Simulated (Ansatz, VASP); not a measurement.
**One calculation of Si2Ge, two programs**

INCAR

```
ALGO = Normal
EDIFF = 1E-6
EDIFFG = -0.04
ENCUT = 600
GGA = PE
IBRION = 2
ISIF = 3
ISMEAR = 0
LASPH = True
LCHARG = False
LREAL = False
LWAVE = False
NELM = 100
NSW = 90
PREC = Accurate
SIGMA = 0.1
```

File KPOINTS:

```
k-points
0
Gamma
  6 6 2
```

Contents of POSCAR:

```
Si2Ge
1.0
    2.8983913400      0.0000000000      0.0000000000
   -1.4491956700      2.5100805300      0.0000000000
    0.0000000000      0.0000000000     13.6563845800
Si Ge
4 2
Direct
    0.3333333300      0.6666666700      0.7500000000
    0.3333333300      0.6666666700      0.4166666700
    0.6666666700      0.3333333300      0.2500000000
    0.6666666700      0.3333333300      0.5833333300
    0.3333333300      0.6666666700      0.0833333300
    0.6666666700      0.3333333300      0.9166666700
```

Input for Ansatz:

```yaml
crystal:
  lattice:
    - [2.89839134, 0.0, 0.0]
    - [-1.44919567, 2.51008053, 0.0]
    - [0.0, 0.0, 13.65638458]
  atoms:
    - { symbol: Si, position: [0.33333333, 0.66666667, 0.75] }
    - { symbol: Si, position: [0.33333333, 0.66666667, 0.41666667] }
    - { symbol: Si, position: [0.66666667, 0.33333333, 0.25] }
    - { symbol: Si, position: [0.66666667, 0.33333333, 0.58333333] }
    - { symbol: Ge, position: [0.33333333, 0.66666667, 0.08333333] }
    - { symbol: Ge, position: [0.66666667, 0.33333333, 0.91666667] }
basis:
  ecutwfc: 420
kpoints:
  mp_grid: { grid: [6, 6, 2] }
hamiltonian:
  xc: pbe
scf:
  occupations: { method: gaussian, width: 0.1 }
  lower_state_search: "off"
output:
  forces: true
  stress: true
  eigenvalues: true
relax:
  adjacent_minimum: "off"
  f_tol: 0.04
  max_steps: 70
  cell: { stress_tol: 0.4 }
```

Alike in both runs: task relaxation of cell and atoms; functional PBE; k mesh 6 × 6 × 2; occupations gaussian, width 0.1 eV; no spin polarisation.

```csv
,VASP,Ansatz
version,VASP 6.6.1,Ansatz 0.2.0
potentials or method,"VASP PAW PBE potentials, release 64 (Si, Ge_d), cutoff 600 eV","scalar-relativistic, plane waves, PAW"
valence electrons in the cell,44,44
```

```csv
,VASP,Ansatz,Ansatz less VASP
"gap on the k mesh at the Fermi level, each at its own relaxed structure (eV)",none,none,-
relaxed volume (Å³/atom),16.72,16.73,+0.014
relaxed cell length with the largest relative difference (Å),12.578,12.608,+0.0303
```

A gap of «none» marks a metal or a gap that the smearing closes.

The k mesh is coarse, so the values compare programs but aren't converged. Noted on VASP's run: too few bands were computed for a metal, which touches its energy and stress.
